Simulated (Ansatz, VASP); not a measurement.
## One calculation of CdCCl3, two programs

```
Cd C Cl
1.0
     2.57893   -5.87499    0.00000
     2.57893   -2.37145   -5.37509
     5.40233    2.37145    5.37509
Cd C Cl
2 2 6
Direct
  0.00000 0.00000 0.00000
  0.50000 0.00000 0.50000
  0.75000 0.50000 0.75000
  0.25000 0.50000 0.25000
  0.25000 0.50000 0.75000
  0.25000 0.00000 0.75000
  0.75000 0.00000 0.75000
  0.75000 0.50000 0.25000
  0.75000 0.00000 0.25000
  0.25000 0.00000 0.25000
```

Alike in both runs: task single point; functional PBE; k mesh 4 × 4 × 4; no spin polarisation.

|  | VASP | Ansatz |
| --- | --- | --- |
| version | VASP 6.6.1 | Ansatz 0.2.0 |
| potentials or method | VASP PAW PBE potentials, release 64 (Cd, C, Cl), cutoff 520 eV | PAW plane waves |
| occupations | fermi-dirac, width 0.1 eV | fermi-dirac |
| valence electrons in the cell | 74 | 90 |

Ansatz gave:

| Quantity | Value |
| --- | --- |
| gap on the k mesh at the Fermi level (eV) | none |
| pressure (GPa) | 2.0 |
| traceless stress, the component that is largest in VASP (GPa) | -0.51 |

**Question.** Estimate VASP's values.

**Answer.** gap on the k mesh at the Fermi level (eV): none; pressure (GPa): 2.2; traceless stress, the component that is largest in VASP (GPa): -0.44.

A gap of «none» marks a metal or a gap that the smearing closes. VASP's potentials hold 74 valence electrons a cell and Ansatz's 90, so a difference there can come from the potentials and not from the codes. Ansatz's warnings: structure snapped to symmetry.
